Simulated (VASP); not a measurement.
# H4BrN (P-43m) in VASP: a series of runs, part 2 of 2

VASP 6.6.1.

## Step 4: Single point, LDA

This run uses another cell than the first one, of 11.52 Å³/atom, 1.052 times its volume.

Contents of INCAR:

```
SYSTEM = H4BrN
ALGO = Normal ; EDIFF = 1E-7
ENCUT = 520 ; ISIF = 2
ISMEAR = 0 ; LASPH = .True.
LCHARG = .False. ; LREAL = .False.
LWAVE = .False. ; NBANDS = 17
NELM = 100 ; PREC = Accurate
SIGMA = 0.01
```

Contents of KPOINTS:

```
k-points
0
Gamma
  4 4 4
  0 0 0
```

Contents of POSCAR:

```
H4BrN
1.0
    4.1039422720      0.0000000000      0.0000000000
    0.0000000000      4.1039422720      0.0000000000
    0.0000000000      0.0000000000      4.1039422720
H Br N
4 1 1
Direct
    0.1480000000      0.1480000000      0.1480000000
    0.1480000000      0.8520000000      0.8520000000
    0.8520000000      0.8520000000      0.1480000000
    0.8520000000      0.1480000000      0.8520000000
    0.5000000000      0.5000000000      0.5000000000
    0.0000000000      0.0000000000      0.0000000000
```

Potentials or basis: VASP PAW LDA potentials, release 64 (H, Br, N).

Started as:

```
$ cat potpaw_LDA.64/H/POTCAR potpaw_LDA.64/Br/POTCAR potpaw_LDA.64/N/POTCAR > POTCAR
$ mpirun -np 1 vasp_std > vasp.out
```

OUTCAR:

```text
SYSTEM = H4BrN
   EDIFF = 1E-7
   ENCUT = 520
   ISIF = 2
   ISMEAR = 0
   LASPH = .True.
   LREAL = .False.
   NELM = 100
   PREC = Accurate

 ion  position               nearest neighbor table
   1  0.148  0.148  0.148-   6 1.05
   2  0.148  0.852  0.852-   6 1.05
   3  0.852  0.852  0.148-   6 1.05
   4  0.852  0.148  0.852-   6 1.05
   5  0.500  0.500  0.500-
   6  0.000  0.000  0.000-   1 1.05   2 1.05   3 1.05   4 1.05

  LATTYP: Found a simple cubic cell.
 ALAT       =     4.1039422720

  Lattice vectors:

 A1 = (   4.1039422720,   0.0000000000,   0.0000000000)
 A2 = (   0.0000000000,   4.1039422720,   0.0000000000)
 A3 = (   0.0000000000,   0.0000000000,   4.1039422720)

Analysis of symmetry for initial positions (statically):
=====================================================================
 Subroutine PRICEL returns:
 Original cell was already a primitive cell.

 Routine SETGRP: Setting up the symmetry group for a
 simple cubic supercell.

 Subroutine GETGRP returns: Found 24 space group operations
 (whereof 24 operations were pure point group operations)
 out of a pool of 48 trial point group operations.

The static configuration has the point symmetry T_d .

Analysis of symmetry for dynamics (positions and initial velocities):
=====================================================================
 Subroutine PRICEL returns:
 Original cell was already a primitive cell.

 Routine SETGRP: Setting up the symmetry group for a
 simple cubic supercell.

 Subroutine GETGRP returns: Found 24 space group operations
 (whereof 24 operations were pure point group operations)
 out of a pool of 48 trial point group operations.

The dynamic configuration has the point symmetry T_d .

 Subroutine INISYM returns: Found 24 space group operations
[... 111 lines left out ...]
  volume/ion in A,a.u.               =      11.52        77.74
  Fermi-wavevector in a.u.,A,eV,Ry     =   1.005187  1.899528 13.747342  1.010401
  Thomas-Fermi vector in A             =   2.137851
   LORBIT       =      0    0 simple, 1 ext, 2 COOP (PROOUT), +10 PAW based schemes
   GGA     = CA    functional components
   LHFCALC =     F    Hartree Fock is set to
   AEXX    =    0.0000 exact exchange contribution
   IVDW    =     0    specifies the selected vdW correction
   LEPSILON=     F    determine dielectric tensor
   LRPA    =     F    only Hartree local field effects (RPA)
 non-spin polarized calculation
 Gauss-broadening in eV      SIGMA  =   0.01
  energy-cutoff  :      520.00
  volume of cell :       69.12
 maximum number of plane-waves:      1877
 NGX is ok and might be reduce to    32
   NGX = 15   NGY = 15   NGZ = 15

 number of electron      15.9999996 magnetization

 Free energy of the ion-electron system (eV)
  ---------------------------------------------------
  ext. energy  EPLUGINS =         0.00000000
  ---------------------------------------------------
  free energy    TOTEN  =       -28.53817232 eV

  energy without entropy =      -28.53817232  energy(sigma->0) =      -28.53817232

 E-fermi :  -0.8142     XC(G=0):  -8.4178

 val. band max:       -0.9135894875   @ k =   0.5000   0.5000   0.0000
 cond. band min:       2.7076006877   @ k =   0.0000   0.0000   0.0000
 fundamental gap:      3.6211901752
 Fermi energy:        -0.8141655315

 k-point     1 :       0.0000    0.0000    0.0000
  band No.  band energies     occupation
      1     -18.6836      2.00000
      2     -13.4864      2.00000
      3      -8.1787      2.00000
      4      -8.1787      2.00000
      5      -8.1787      2.00000
      6      -0.9960      2.00000
[... 177 lines left out ...]
      4      -8.3871      2.00000
      5      -8.3871      2.00000
      6      -2.2251      2.00000
[... 9 lines left out ...]
     16      15.2080      0.00000
     17      15.9751      0.00000

------------------------ aborting loop because EDIFF is reached ----------------------------------------

  FORCE on cell =-STRESS in cart. coord.  units (eV):
  Direction    XX          YY          ZZ          XY          YZ          ZX
  --------------------------------------------------------------------------------------
  -------------------------------------------------------------------------------------
  Total       -1.4827066     -1.4827066     -1.4827066     -0.0000000      0.0000000      0.0000000
  in kB      -34.3686177    -34.3686177    -34.3686177     -0.0000000      0.0000000      0.0000000
  external PRESSURE =     -34.3686177 kB  Pullay stress =       0.0000000 kB

 VOLUME and BASIS-vectors are now :
 -----------------------------------------------------------------------------
  energy-cutoff  :      520.00
  volume of cell :       69.12
      direct lattice vectors                 reciprocal lattice vectors
     4.103942272  0.000000000  0.000000000     0.243668145  0.000000000  0.000000000
     0.000000000  4.103942272  0.000000000     0.000000000  0.243668145  0.000000000
     0.000000000  0.000000000  4.103942272     0.000000000  0.000000000  0.243668145

 POSITION                                       TOTAL-FORCE (eV/Angst)
 -----------------------------------------------------------------------------------
      0.60738      0.60738      0.60738        -0.021695     -0.021695     -0.021695
      0.60738      3.49656      3.49656        -0.021695      0.021695      0.021695
      3.49656      3.49656      0.60738         0.021695      0.021695     -0.021695
      3.49656      0.60738      3.49656         0.021695     -0.021695      0.021695
      2.05197      2.05197      2.05197         0.000000     -0.000000     -0.000000
      0.00000      0.00000      0.00000         0.000000     -0.000000     -0.000000
 -----------------------------------------------------------------------------------
    total drift:                               -0.000000     -0.000000      0.000000

  FREE ENERGIE OF THE ION-ELECTRON SYSTEM (eV)
  ---------------------------------------------------
  free  energy   TOTEN  =       -28.5381723155 eV

  energy  without entropy=      -28.5381723155  energy(sigma->0) =      -28.53817232
```

OSZICAR:

```text
N       E                     dE             d eps       ncg     rms          rms(c)
DAV:   1     0.482200185088E+02    0.48220E+02   -0.62863E+03   340   0.789E+02
DAV:   2    -0.258495313860E+02   -0.74070E+02   -0.68797E+02   479   0.156E+02
DAV:   3    -0.304655909954E+02   -0.46161E+01   -0.45941E+01   388   0.393E+01
DAV:   4    -0.304936376221E+02   -0.28047E-01   -0.28039E-01   455   0.364E+00
DAV:   5    -0.304938141880E+02   -0.17657E-03   -0.17656E-03   413   0.283E-01    0.830E+00
DAV:   6    -0.286792278899E+02    0.18146E+01   -0.29358E+00   358   0.116E+01    0.379E+00
DAV:   7    -0.285748162191E+02    0.10441E+00   -0.26518E-01   385   0.311E+00    0.248E+00
DAV:   8    -0.285395516014E+02    0.35265E-01   -0.50672E-02   374   0.144E+00    0.311E-01
DAV:   9    -0.285379768088E+02    0.15748E-02   -0.36176E-03   433   0.490E-01    0.124E-01
DAV:  10    -0.285381778754E+02   -0.20107E-03   -0.70775E-04   348   0.173E-01    0.625E-02
DAV:  11    -0.285381671143E+02    0.10761E-04   -0.20651E-05   438   0.292E-02    0.316E-02
DAV:  12    -0.285381727743E+02   -0.56601E-05   -0.24970E-05   349   0.286E-02    0.868E-03
DAV:  13    -0.285381722665E+02    0.50785E-06   -0.18780E-06   429   0.895E-03    0.234E-03
DAV:  14    -0.285381723155E+02   -0.49043E-07   -0.12888E-07   307   0.254E-03
   1 F= -.28538172E+02 E0= -.28538172E+02  d E =-.310329E-46
```

stdout:

```text
POSCAR found type information on POSCAR H BrN
 POSCAR found :  3 types and       6 ions
 scaLAPACK will be used
 LDA part: xc-table for (Slater(with rela. corr.)+CA(PZ))
 , standard interpolation
 POSCAR, INCAR and KPOINTS ok, starting setup
 FFT: planning ... GRIDC
 FFT: planning ... GRID_SOFT
 FFT: planning ... GRID
 WAVECAR not read
 entering main loop
```

Run time: 8 s. Hardware: 1 thread of Intel Xeon 6975P-C, shared host; peak memory 0.16 GiB.

What came out:

| Quantity | Value |
| --- | --- |
| Free energy | -28.5382 eV |
| Pressure | -3.4 GPa |
| Largest force | 0.038 eV/Å |
| Band gap on the k mesh | 3.62 eV, indirect (least direct gap 3.70 eV) |

Forces in eV/Å, atoms in the order of the input:
```
H   -0.022 -0.022 -0.022
H   -0.022  0.022  0.022
H    0.022  0.022 -0.022
H    0.022 -0.022  0.022
Br   0.000  0.000  0.000
N    0.000  0.000  0.000
```

A k mesh can miss the band edges. As with any semilocal functional, this LDA gap is likely too small.

## Step 5: Overview

```tsv
cell	gap on the mesh (eV)	pressure (GPa)	largest force (eV/Å)
a = 4.035 Å, 6 atoms	3.83	-0.6	0.60
a = 4.070 Å, 6 atoms	3.72	-2.1	0.27
a = 4.104 Å, 6 atoms	3.62	-3.4	0.04
```

Alike in all rows: task single point; level LDA; potentials or basis VASP PAW LDA potentials, release 64 (H, Br, N); no spin polarisation; k mesh 4 × 4 × 4; cutoff (eV) 520; smearing gaussian 0.01 eV.

Total energies depend on the potentials used, so only differences within one code and one set of settings carry meaning.
